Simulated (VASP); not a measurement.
A run of VASP 6.6.1 is set up as follows.

Contents of INCAR:

```
  ALGO = Normal
  EDIFF = 1E-6
  ENCUT = 520
  ISIF = 2
  ISMEAR = -1
  LASPH = True
  LCHARG = False
  LREAL = False
  LWAVE = False
  NBANDS = 12
  NELM = 80
  PREC = Accurate
  SIGMA = 0.1
```

The input KPOINTS:

```
k-points
0
Gamma
  12 12 12
```

The input POSCAR:

```
Tl
1.0
   -1.8962305924      1.8962305924      1.8962305924
    1.8962305924     -1.8962305924      1.8962305924
    1.8962305924      1.8962305924     -1.8962305924
Tl
1
Direct
    0.0000000000      0.0000000000      0.0000000000
```

Potentials or basis: VASP PAW LDA potentials, release 64 (Tl_d).

Command:

```sh
$ cat potpaw_LDA.64/Tl_d/POTCAR > POTCAR
$ mpirun -np 1 vasp_std > vasp.out
```

**Question.** What does it give for the pressure?

**Answer.** 0.1 GPa.
